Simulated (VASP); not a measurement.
Here is a VASP 6.6.1 calculation.

The input POSCAR:

```
BaTiO3
1.0
    3.9460023057      0.0000000000      0.0000000000
    0.0000000000      3.9460023057      0.0000000000
    0.0000000000      0.0000000000      4.0006838300
Ba Ti O
1 1 3
Direct
    0.0000000000      0.0000000000      0.0016266986
    0.5000000000      0.5000000000      0.4875942817
    0.5000000000      0.5000000000      0.0235127967
    0.5000000000      0.0000000000      0.5151331116
    0.0000000000      0.5000000000      0.5151331116
```

INCAR.step1

```
PREC = Accurate
ENCUT = 520
ISMEAR = 0
SIGMA = 0.05
LREAL = False
LASPH = True
NELM = 80
NBANDS = 28
GGA = PE
ALGO = Normal
EDIFF = 1E-4
LWAVE = True
LCHARG = False
```

The input INCAR.step2:

```
PREC = Accurate
ENCUT = 520
EDIFF = 1E-6
ISMEAR = 0
SIGMA = 0.05
LREAL = False
LASPH = True
NELM = 80
ALGO = Normal
ISIF = 2
LWAVE = False
LCHARG = False
METAGGA = R2SCAN
LMIXTAU = True
NBANDS = 28
ISTART = 1
```

File KPOINTS:

```
regular mesh
0
Gamma
  6 6 6
```

Potentials or basis: VASP PAW PBE potentials, release 64 (Ba_sv, Ti_sv, O).

The run is started by

```bash
$ cat potpaw_PBE.64/Ba_sv/POTCAR potpaw_PBE.64/Ti_sv/POTCAR potpaw_PBE.64/O/POTCAR > POTCAR
$ cp INCAR.step1 INCAR
$ mpirun -np 1 vasp_std > vasp.out
$ cp INCAR.step2 INCAR
$ mpirun -np 1 vasp_std > vasp.out
```

Problem. What does it give for the band gap on the k mesh?

Solution. 2.25 eV (least direct gap 2.57 eV).

Problem. What does it give for the pressure?

Solution. 7.8 GPa.

Forces on the atoms (eV/Å):
```
Ba   0.000  0.000  0.020
Ti   0.000  0.000  0.116
O    0.000  0.000 -0.109
O    0.000  0.000 -0.013
O    0.000  0.000 -0.013
```

Caveat: the cell stands under pressure; the PAW data sets were made with another functional, which shifts forces and pressure a little; spin-orbit coupling is left out, which moves the levels of the heavy elements. A k mesh can miss the band edges.
